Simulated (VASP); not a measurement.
# MoS2 (Pm) in VASP: single point with PBE

Aim: the single point of MoS2 with PBE.

Everything below comes from runs of VASP 6.6.1. Logs are shortened: lines on timing, memory, paths and dates and some standing lists are left out, and cuts for length are marked.

### Step 1. The cell of the first run

The structure is monoclinic, space group Pm (No. 6). Conventional cell: a = 3.186 Å, b = 14.510 Å, c = 3.186 Å, α = 90.00°, β = 120.00°, γ = 90.00°. Within 3.2 Å of Mo (site symmetry m) lie 6 S at 2.37 to 2.45 Å and 6 Mo at 3.19 Å. Within 3.2 Å of Mo (site symmetry m) lie 6 S at 2.41 Å and 6 Mo at 3.19 Å. S (site symmetry 1) has 3 Mo at 2.41 Å and 7 S at 3.13 to 3.19 Å within 3.2 Å. Within 3.2 Å of S (site symmetry 1) lie 3 Mo at 2.37 to 2.45 Å and 7 S at 3.13 to 3.19 Å.

### Step 2. Single point, PBE (atom 1 (Mo) moved -0.060 Å towards its neighbour atom 1 (Mo) at 3.186 Å)

INCAR

```
SYSTEM = MoS2
PREC     = Accurate       ! precision mode
ENCUT    = 520            ! plane-wave cutoff, eV
EDIFF    = 1E-7           ! SCF threshold, eV
ISMEAR   = 0              ! smearing method
SIGMA    = 0.05           ! smearing width, eV
LREAL    = .FALSE.        ! projectors in reciprocal space
LASPH    = .TRUE.         ! aspherical terms in the spheres
NELM     = 100            ! most SCF steps
ALGO     = Normal         ! electronic algorithm
ISIF     = 2              ! what is computed and relaxed
LWAVE    = .FALSE.        ! write WAVECAR
LCHARG   = .FALSE.        ! write CHGCAR
GGA      = PE             ! functional
NBANDS   = 35             ! bands
```

KPOINTS

```
regular mesh
0
G
  12 12 2
  0 0 0
```

POSCAR

```
MoS2
1.0
    3.1855822578      0.0000000000      0.0000000000
   -1.5927911289      2.7587951611      0.0000000000
    0.0000000000      0.0000000000     14.5104515858
Mo S
2 4
Direct
    0.3521681946      0.6855015280      0.2500000000
    0.6666666667      0.3333333333      0.7500000000
    0.3333333333      0.6666666667      0.6423151295
    0.6666666667      0.3333333333      0.1423151295
    0.3333333333      0.6666666667      0.8576848705
    0.6666666667      0.3333333333      0.3576848705
```

Potentials or basis: VASP PAW PBE potentials, release 64 (Mo_sv, S).

Command:

```console
> cat potpaw_PBE.64/Mo_sv/POTCAR potpaw_PBE.64/S/POTCAR > POTCAR
> mpirun -np 1 vasp_std > vasp.out
```

OUTCAR:

```text
SYSTEM = MoS2
   PREC = Accurate
   ENCUT = 520
   EDIFF = 1E-7
   ISMEAR = 0
   LREAL = .FALSE.
   LASPH = .TRUE.
   NELM = 100
   ISIF = 2
   GGA = PE

 ion  position               nearest neighbor table
   1  0.352  0.686  0.250-   4 2.37   6 2.37   4 2.41   6 2.41   4 2.45   6 2.45
   2  0.667  0.333  0.750-   3 2.41   5 2.41   3 2.41   5 2.41   3 2.41   5 2.41
   3  0.333  0.667  0.642-   2 2.41   2 2.41   2 2.41
   4  0.667  0.333  0.142-   1 2.37   1 2.41   1 2.45
   5  0.333  0.667  0.858-   2 2.41   2 2.41   2 2.41
   6  0.667  0.333  0.358-   1 2.37   1 2.41   1 2.45

  LATTYP: Found a hexagonal cell.
 ALAT       =     3.1855822578
 C/A-ratio  =     4.5550390514

  Lattice vectors:

 A1 = (   3.1855822578,   0.0000000000,   0.0000000000)
 A2 = (  -1.5927911289,   2.7587951611,   0.0000000000)
 A3 = (   0.0000000000,   0.0000000000,  14.5104515858)

Analysis of symmetry for initial positions (statically):
=====================================================================
 Subroutine PRICEL returns:
 Original cell was already a primitive cell.

 Routine SETGRP: Setting up the symmetry group for a
 hexagonal supercell.

 Subroutine GETGRP returns: Found  2 space group operations
 (whereof  1 operations were pure point group operations)
 out of a pool of 24 trial point group operations.

The static configuration has the point symmetry C_1 .
 The point group associated with its full space group is C_1h.

Analysis of symmetry for dynamics (positions and initial velocities):
=====================================================================
 Subroutine PRICEL returns:
 Original cell was already a primitive cell.

 Routine SETGRP: Setting up the symmetry group for a
 hexagonal supercell.

 Subroutine GETGRP returns: Found  2 space group operations
 (whereof  1 operations were pure point group operations)
 out of a pool of 24 trial point group operations.

The dynamic configuration has the point symmetry C_1 .
 The point group associated with its full space group is C_1h.

 Subroutine INISYM returns: Found  2 space group operations
 (whereof  1 operations are pure point group operations),
 and found     1 'primitive' translations

----------------------------------------------------------------------------------------

                                     Primitive cell

  volume of cell :     127.5232

[... 98 lines left out ...]
   EDIFFG = 0.1E-05   stopping-criterion for IOM
   NSW    =      0    number of steps for IOM
   IBRION =     -1    ionic relax: 0-MD 1-quasi-New 2-CG
   NFREE  =      0    steps in history (QN), initial steepest desc. (CG)
   ISIF   =      2    stress and relaxation
   ISYM   =      2    0-nonsym 1-usesym 2-fastsym
   POTIM  = 0.5000    time-step for ionic-motion
   TEBEG  =    0.0;   TEEND  =   0.0 temperature during run
   PSTRESS=    0.0 pullay stress
   NELECT =      52.0000    total number of electrons
   NUPDOWN=      -1.0000    fix difference up-down
   EMIN   =  10.00;   EMAX   =-10.00  energy-range for DOS
   EFERMI =   0.00;   METHOD = LEGACY
   ISMEAR =     0;   SIGMA  =   0.05  broadening in eV -4-tet -1-fermi 0-gaus
   EFERMI_NEDOS =   21; number of points for ismear=-14 and -15
   IALGO  =     38    algorithm
   IMIX   =      4    mixing-type and parameters
     AMIX     =   0.40;   BMIX     =  1.00
     AMIX_MAG =   1.60;   BMIX_MAG =  1.00
  volume/ion in A,a.u.               =      21.25       143.43
  Fermi-wavevector in a.u.,A,eV,Ry     =   1.213984  2.294097 20.051675  1.473757
  Thomas-Fermi vector in A             =   2.349418
   LORBIT       =      0    0 simple, 1 ext, 2 COOP (PROOUT), +10 PAW based schemes
   GGA     = PE    functional components
   LHFCALC =     F    Hartree Fock is set to
   AEXX    =    0.0000 exact exchange contribution
   IVDW    =     0    specifies the selected vdW correction
   LEPSILON=     F    determine dielectric tensor
   LRPA    =     F    only Hartree local field effects (RPA)
 non-spin polarized calculation
 Gauss-broadening in eV      SIGMA  =   0.05
  energy-cutoff  :      520.00
  volume of cell :      127.52
 maximum number of plane-waves:      3466
   NGX = 11   NGY = 11   NGZ = 53

 number of electron      52.0000001 magnetization

 Free energy of the ion-electron system (eV)
  ---------------------------------------------------
  ext. energy  EPLUGINS =         0.00000000
  ---------------------------------------------------
  free energy    TOTEN  =       -43.67987505 eV

  energy without entropy =      -43.67987505  energy(sigma->0) =      -43.67987505

 E-fermi :   5.3496     XC(G=0):  -9.5837

 val. band max:        5.0317158620   @ k =   0.0000   0.0000   0.0000
 cond. band min:       6.4560970401   @ k =   0.3333   0.3333   0.0000
 fundamental gap:      1.4243811782
 Fermi energy:         5.3496217516

 k-point     1 :       0.0000    0.0000    0.0000
  band No.  band energies     occupation
      1     -56.0758      2.00000
      2     -56.0729      2.00000
      3     -30.2135      2.00000
      4     -30.2130      2.00000
      5     -30.0156      2.00000
      6     -30.0118      2.00000
[... 901 lines left out ...]
     34       8.5551      0.00000
     35      12.0674      0.00000

 [... further k-points ...]

------------------------ aborting loop because EDIFF is reached ----------------------------------------

  FORCE on cell =-STRESS in cart. coord.  units (eV):
  Direction    XX          YY          ZZ          XY          YZ          ZX
  --------------------------------------------------------------------------------------
  -------------------------------------------------------------------------------------
  Total       -0.3524961      0.2607608      0.0179724     -0.1859188      0.0000000      0.0000000
  in kB       -4.4286936      3.2761492      0.2258012     -2.3358491      0.0000000      0.0000000
  external PRESSURE =      -0.3089144 kB  Pullay stress =       0.0000000 kB

 VOLUME and BASIS-vectors are now :
 -----------------------------------------------------------------------------
  energy-cutoff  :      520.00
  volume of cell :      127.52
      direct lattice vectors                 reciprocal lattice vectors
     3.185582258  0.000000000  0.000000000     0.313914355  0.181238537  0.000000000
    -1.592791129  2.758795161  0.000000000     0.000000000  0.362477075  0.000000000
     0.000000000  0.000000000 14.510451586     0.000000000  0.000000000  0.068915843

 POSITION                                       TOTAL-FORCE (eV/Angst)
 -----------------------------------------------------------------------------------
      0.03000      1.89116      3.62761        -0.574914     -1.022925      0.000000
      1.59279      0.91960     10.88284         0.000118      0.000192      0.000000
     -0.00000      1.83920      9.32028         0.000029      0.000065      0.014903
      1.59279      0.91960      2.06506         0.287369      0.511301     -0.024944
     -0.00000      1.83920     12.44539         0.000029      0.000065     -0.014903
      1.59279      0.91960      5.19017         0.287369      0.511301      0.024944
 -----------------------------------------------------------------------------------
    total drift:                               -0.000104     -0.000185      0.000000

  FREE ENERGIE OF THE ION-ELECTRON SYSTEM (eV)
  ---------------------------------------------------
  free  energy   TOTEN  =       -43.6798750502 eV

  energy  without entropy=      -43.6798750502  energy(sigma->0) =      -43.67987505
```

OSZICAR:

```text
N       E                     dE             d eps       ncg     rms          rms(c)
DAV:   1     0.436118509359E+03    0.43612E+03   -0.29068E+04 11616   0.138E+03
DAV:   2    -0.226659901820E+02   -0.45878E+03   -0.44377E+03 12565   0.353E+02
DAV:   3    -0.461863751576E+02   -0.23520E+02   -0.23083E+02 12857   0.722E+01
DAV:   4    -0.467131961120E+02   -0.52682E+00   -0.52488E+00 12398   0.110E+01
DAV:   5    -0.467257132091E+02   -0.12517E-01   -0.12514E-01 12335   0.171E+00    0.332E+01
DAV:   6    -0.445103360525E+02    0.22154E+01   -0.13192E+01 11323   0.228E+01    0.125E+01
DAV:   7    -0.440551516458E+02    0.45518E+00   -0.57873E+00 11293   0.149E+01    0.799E+00
DAV:   8    -0.436805457422E+02    0.37461E+00   -0.86905E-01 11363   0.628E+00    0.269E+00
DAV:   9    -0.436871924311E+02   -0.66467E-02   -0.10360E-01 11978   0.156E+00    0.122E+00
DAV:  10    -0.436799149352E+02    0.72775E-02   -0.30763E-02 11377   0.118E+00    0.391E-01
DAV:  11    -0.436800031007E+02   -0.88166E-04   -0.18070E-03 11375   0.232E-01    0.209E-01
DAV:  12    -0.436798458009E+02    0.15730E-03   -0.71101E-04 11493   0.151E-01    0.695E-02
DAV:  13    -0.436798625538E+02   -0.16753E-04   -0.19646E-04 12268   0.653E-02    0.221E-02
DAV:  14    -0.436798723857E+02   -0.98319E-05   -0.16037E-05 11247   0.206E-02    0.912E-03
DAV:  15    -0.436798744360E+02   -0.20503E-05   -0.25939E-06 11268   0.859E-03    0.393E-03
DAV:  16    -0.436798750567E+02   -0.62073E-06   -0.77797E-07 10683   0.484E-03    0.158E-03
DAV:  17    -0.436798750502E+02    0.65102E-08   -0.12344E-07  8964   0.207E-03
   1 F= -.43679875E+02 E0= -.43679875E+02  d E =-.271870E-21
```

Run time: 8.2 min. Hardware: 1 thread of Intel Xeon Platinum 8259CL at 2.50GHz (Skylake/Cascade Lake), shared host; peak memory 0.6 GiB.

Results:

```yaml
Free_energy: -43.6799 eV
Pressure: 0.0 GPa
Largest_force: 1.173 eV/Å
Band_gap_on_the_k_mesh: 1.42 eV (least direct gap 1.66 eV)
```

Forces in eV/Å, atoms in the order of the input:
```
Mo  -0.575 -1.023  0.000
Mo   0.000  0.000  0.000
S    0.000  0.000  0.015
S    0.287  0.511 -0.025
S    0.000  0.000 -0.015
S    0.287  0.511  0.025
```

Caveat: the cell differs from its parent crystal (atom 1 (Mo) moved -0.060 Å towards its neighbour atom 1 (Mo) at 3.186 Å); this functional lacks dispersion, which binds the layers, so the pressure and a relaxed spacing across them are unreliable; forces of over 1 eV/Å act on the atoms, so gaps and moduli don't describe the material at rest. A k mesh can miss the band edges.
